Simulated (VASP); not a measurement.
# MoS2 in VASP: a series of runs

The runs below take MoS2 through single point, with PBEsol+D4, PBEsol.

Program: VASP 6.6.1. These are calculated values, not measurements. Logs are shortened: lines on timing, memory, paths and dates and some standing lists are left out, and cuts for length are marked.

**1. The cell of the first run**

The cell holds a slab with vacuum, 3 atoms: a = 3.142 Å, b = 3.142 Å, c = 17.337 Å, α = 90.00°, β = 90.00°, γ = 120.00°.

**2. Single point, PBEsol+D4, non-collinear spin, zero start, spin-orbit coupling**

Input file INCAR:

```
SYSTEM = MoS2
  ALGO = Normal
  EDIFF = 1E-6
  ENCUT = 500
  GGA = PS
  GGA_COMPAT = .False.
  ISIF = 2
  ISMEAR = 0
  IVDW = 13
  LASPH = .True.
  LCHARG = .False.
  LMAXMIX = 4
  LNONCOLLINEAR = .True.
  LORBIT = 11
  LORBMOM = .True.
  LREAL = .False.
  LSORBIT = .True.
  LWAVE = .False.
  MAGMOM = 0 0 0 0 0 0 0 0 0
  NBANDS = 39
  NELM = 200
  PREC = Accurate
  SIGMA = 0.02
```

Input file KPOINTS:

```
k-points
0
Gamma
  12 12 2
  0 0 0
```

Input file POSCAR:

```
MoS2
1.0
    3.1415002209      0.0000000000      0.0000000000
   -1.5707501104      2.7206189973      0.0000000000
    0.0000000000      0.0000000000     17.3373049838
Mo S
1 2
Direct
    0.0000000000      0.0000000000      0.0000000000
    0.3333333333      0.6666666667      0.0898690531
    0.3333333333      0.6666666667      0.9101309469
```

Potentials or basis: VASP PAW PBE potentials, release 64 (Mo_sv, S).

Run with:

```
$ cat potpaw_PBE.64/Mo_sv/POTCAR potpaw_PBE.64/S/POTCAR > POTCAR
$ mpirun -np 1 vasp_ncl > vasp.out
```

OUTCAR:

```text
SYSTEM = MoS2
   EDIFF = 1E-6
   ENCUT = 500
   GGA = PS
   ISIF = 2
   ISMEAR = 0
   IVDW = 13
   LASPH = .True.
   LNONCOLLINEAR = .True.
   LORBIT = 11
   LREAL = .False.
   LSORBIT = .True.
   NELM = 200
   PREC = Accurate

 ion  position               nearest neighbor table
   1  0.000  0.000  0.000-   2 2.39   3 2.39   2 2.39   3 2.39   2 2.39   3 2.39
   2  0.333  0.667  0.090-   1 2.39   1 2.39   1 2.39
   3  0.333  0.667  0.910-   1 2.39   1 2.39   1 2.39

  LATTYP: Found a hexagonal cell.
 ALAT       =     3.1415002209
 C/A-ratio  =     5.5187979515

  Lattice vectors:

 A1 = (   3.1415002209,   0.0000000000,   0.0000000000)
 A2 = (  -1.5707501104,   2.7206189973,   0.0000000000)
 A3 = (   0.0000000000,   0.0000000000,  17.3373049838)

Analysis of symmetry for initial positions (statically):
=====================================================================
 Subroutine PRICEL returns:
 Original cell was already a primitive cell.

 Routine SETGRP: Setting up the symmetry group for a
 hexagonal supercell.

 Subroutine GETGRP returns: Found 12 space group operations
 (whereof 12 operations were pure point group operations)
 out of a pool of 24 trial point group operations.

The static configuration has the point symmetry D_3h.

Analysis of symmetry for dynamics (positions and initial velocities):
=====================================================================
 Subroutine PRICEL returns:
 Original cell was already a primitive cell.

 Routine SETGRP: Setting up the symmetry group for a
 hexagonal supercell.

 Subroutine GETGRP returns: Found 12 space group operations
 (whereof 12 operations were pure point group operations)
 out of a pool of 24 trial point group operations.

The dynamic configuration has the point symmetry D_3h.

Analysis of structural, dynamic, and magnetic symmetry:
=====================================================================
 Subroutine PRICEL returns:
 Original cell was already a primitive cell.

 Routine SETGRP: Setting up the symmetry group for a
 hexagonal supercell.

 Subroutine GETGRP returns: Found 12 space group operations
 (whereof 12 operations were pure point group operations)
 out of a pool of 24 trial point group operations.

The overall configuration has the point symmetry D_3h.

 Subroutine INISYM returns: Found 12 space group operations
 (whereof 12 operations are pure point group operations),
 and found     1 'primitive' translations

----------------------------------------------------------------------------------------

                                     Primitive cell

  volume of cell :     148.1789

  direct lattice vectors                    reciprocal lattice vectors
     3.141500221  0.000000000  0.000000000     0.318319252  0.183781706  0.000000000
    -1.570750110  2.720618997  0.000000000     0.000000000  0.367563411  0.000000000
     0.000000000  0.000000000 17.337304984     0.000000000  0.000000000  0.057679091

  length of vectors
     3.141500221  3.141500221 17.337304984     0.367563411  0.367563411  0.057679091

  position of ions in fractional coordinates (direct lattice)
     0.000000000  0.000000000  0.000000000
     0.333333333  0.666666667  0.089869053
     0.333333333  0.666666667  0.910130947

  ion indices of the primitive-cell ions
   primitive index   ion index
                 1           1
                 2           2
                 3           3

----------------------------------------------------------------------------------------

 KPOINTS: k-points

Automatic generation of k-mesh.
 Grid dimensions read from file:
 generate k-points for:   12   12    2

 Generating k-lattice:

[... 96 lines left out ...]
   NGX = 11   NGY = 11   NGZ = 63

 number of electron      26.0000000 magnetization       0.0000000      0.0000000      0.0000000

 number of electron      25.9999998 magnetization      -0.0000000      0.0000000      0.0000000

 number of electron      25.9999998 magnetization      -0.0000000     -0.0000000      0.0000000

 Free energy of the ion-electron system (eV)
  ---------------------------------------------------
  ext. energy  EPLUGINS =         0.00000000
  ---------------------------------------------------
  free energy    TOTEN  =       -23.52327454 eV

  energy without entropy =      -23.52327454  energy(sigma->0) =      -23.52327454

 E-fermi :  -1.1975     XC(G=0):  -4.4669

 val. band max:       -1.2862506032   @ k =   0.3333   0.3333   0.5000
 cond. band min:       0.4442165424   @ k =   0.3333   0.3333   0.0000
 fundamental gap:      1.7304671455
 Fermi energy:        -1.1974703509

 k-point     1 :       0.0000    0.0000    0.0000
  band No.  band energies     occupation
      1     -62.0567      1.00000
      2     -62.0567      1.00000
      3     -37.7318      1.00000
      4     -37.7318      1.00000
      5     -35.3898      1.00000
      6     -35.3898      1.00000
[... 973 lines left out ...]
     37       6.6826      0.00000
     38       6.6831      0.00000

 [... further k-points ...]

 [bands above 38 left out]

------------------------ aborting loop because EDIFF is reached ----------------------------------------

  DFT-D4 for vdW energy calculation

  Edisp (eV):   -0.51041

  FORCE on cell =-STRESS in cart. coord.  units (eV):
  Direction    XX          YY          ZZ          XY          YZ          ZX
  --------------------------------------------------------------------------------------
  -------------------------------------------------------------------------------------
  Total      -0.53705    -0.53705    -0.16910    -0.00000     0.00000     0.00000
  in kB      -5.80687    -5.80687    -1.82841    -0.00000     0.00000     0.00000
  external pressure =       -4.48 kB  Pullay stress =        0.00 kB

 VOLUME and BASIS-vectors are now :
 -----------------------------------------------------------------------------
  energy-cutoff  :      500.00
  volume of cell :      148.18
      direct lattice vectors                 reciprocal lattice vectors
     3.141500221  0.000000000  0.000000000     0.318319252  0.183781706  0.000000000
    -1.570750110  2.720618997  0.000000000     0.000000000  0.367563411  0.000000000
     0.000000000  0.000000000 17.337304984     0.000000000  0.000000000  0.057679091

 POSITION                                       TOTAL-FORCE (eV/Angst)
 -----------------------------------------------------------------------------------
      0.00000      0.00000      0.00000         0.000000     -0.000000      0.000000
     -0.00000      1.81375      1.55809        -0.000000      0.000000     -0.047877
     -0.00000      1.81375     15.77922        -0.000000      0.000000      0.047877
 -----------------------------------------------------------------------------------
    total drift:                                0.000000     -0.000000      0.000000

  FREE ENERGIE OF THE ION-ELECTRON SYSTEM (eV)
  ---------------------------------------------------
  free  energy   TOTEN  =       -24.0336813642 eV

  energy  without entropy=      -24.0336813642  energy(sigma->0) =      -24.03368136

 orbital moment (x)

 # of ion     p       d       tot
 ----------------------------------------
  1        -0.000   0.000   0.000
  2        -0.000   0.000  -0.000
  3         0.000   0.000   0.000
 ----------------------------------------
           -0.000   0.000  -0.000

 orbital moment (y)

 # of ion     p       d       tot
 ----------------------------------------
  1         0.000   0.000   0.000
  2        -0.000   0.000  -0.000
  3         0.000   0.000   0.000
 ----------------------------------------
            0.000   0.000   0.000

 orbital moment (z)

 # of ion     p       d       tot
 ----------------------------------------
  1         0.000   0.000   0.000
  2         0.000   0.000   0.000
  3         0.000   0.000   0.000
 ----------------------------------------
            0.000   0.000   0.000

 Spin-Orbit-Coupling matrix elements

 Ion:    1  E_soc:     -0.1920466
 l=   1
     0.0000000    -0.0295387    -0.0295729
    -0.0295387     0.0000000    -0.0295387
    -0.0295729    -0.0295387     0.0000000
 l=   2
     0.0000000    -0.0004669     0.0000000    -0.0004669    -0.0020934
    -0.0004669     0.0000000    -0.0015076    -0.0003968    -0.0004669
     0.0000000    -0.0015076     0.0000000    -0.0015076     0.0000000
    -0.0004669    -0.0003968    -0.0015076     0.0000000    -0.0004669
    -0.0020934    -0.0004669     0.0000000    -0.0004669     0.0000000
 l=   3
     0.0000000     0.0000000     0.0000000     0.0000000     0.0000000     0.0000000     0.0000000
     0.0000000     0.0000000     0.0000000     0.0000000     0.0000000     0.0000000     0.0000000
     0.0000000     0.0000000     0.0000000     0.0000000     0.0000000     0.0000000     0.0000000
     0.0000000     0.0000000     0.0000000     0.0000000     0.0000000     0.0000000     0.0000000
[... 29 lines left out ...]
 l=   2
     0.0000000     0.0000000     0.0000000     0.0000000     0.0000000
     0.0000000     0.0000000     0.0000000     0.0000000     0.0000000
     0.0000000     0.0000000     0.0000000     0.0000000     0.0000000
     0.0000000     0.0000000     0.0000000     0.0000000     0.0000000
     0.0000000     0.0000000     0.0000000     0.0000000     0.0000000
 l=   3
     0.0000000     0.0000000     0.0000000     0.0000000     0.0000000     0.0000000     0.0000000
     0.0000000     0.0000000     0.0000000     0.0000000     0.0000000     0.0000000     0.0000000
     0.0000000     0.0000000     0.0000000     0.0000000     0.0000000     0.0000000     0.0000000
     0.0000000     0.0000000     0.0000000     0.0000000     0.0000000     0.0000000     0.0000000
     0.0000000     0.0000000     0.0000000     0.0000000     0.0000000     0.0000000     0.0000000
     0.0000000     0.0000000     0.0000000     0.0000000     0.0000000     0.0000000     0.0000000
     0.0000000     0.0000000     0.0000000     0.0000000     0.0000000     0.0000000     0.0000000

 total charge

# of ion       s       p       d       tot
------------------------------------------
    1        2.300   6.233   3.993  12.526
    2        1.357   2.330   0.000   3.687
    3        1.357   2.330   0.000   3.687
--------------------------------------------------
tot          5.014  10.894   3.993  19.900

 magnetization (x)

# of ion       s       p       d       tot
------------------------------------------
    1        0.000  -0.000  -0.000  -0.000
    2        0.000  -0.000   0.000  -0.000
    3        0.000   0.000   0.000   0.000
--------------------------------------------------
tot          0.000  -0.000  -0.000  -0.000

 magnetization (y)

# of ion       s       p       d       tot
------------------------------------------
    1       -0.000   0.000   0.000  -0.000
    2        0.000   0.000   0.000   0.000
    3        0.000   0.000   0.000   0.000
--------------------------------------------------
tot         -0.000   0.000   0.000  -0.000

 magnetization (z)

# of ion       s       p       d       tot
------------------------------------------
    1       -0.000   0.000   0.000   0.000
    2       -0.000  -0.000   0.000  -0.000
    3        0.000  -0.000   0.000  -0.000
--------------------------------------------------
tot          0.000  -0.000   0.000   0.000
```

Wall time 31 min (1 thread of Intel Xeon 8259CL, shared host); peak memory 0.85 GiB.

What came out:

```
Free energy                                           : -24.0337 eV
Largest force                                         : 0.048 eV/Å
Net moment                                            : 0.00 μB per cell
Valence electrons inside the program's atomic spheres : Mo 12.53; S 3.69
Dispersion energy per atom                            : -0.170 eV
```

Forces on the atoms (eV/Å):
```
Mo   0.000  0.000  0.000
S    0.000  0.000 -0.048
S    0.000  0.000  0.048
```

Moments on the atoms (μB; x, y, z):
```
Mo  0.00 0.00 0.00
S   0.00 0.00 0.00
S   0.00 0.00 0.00
```

Caveat: the PAW data sets were made with another functional, which shifts forces and pressure a little.

(Continued in part 2 of 2.)
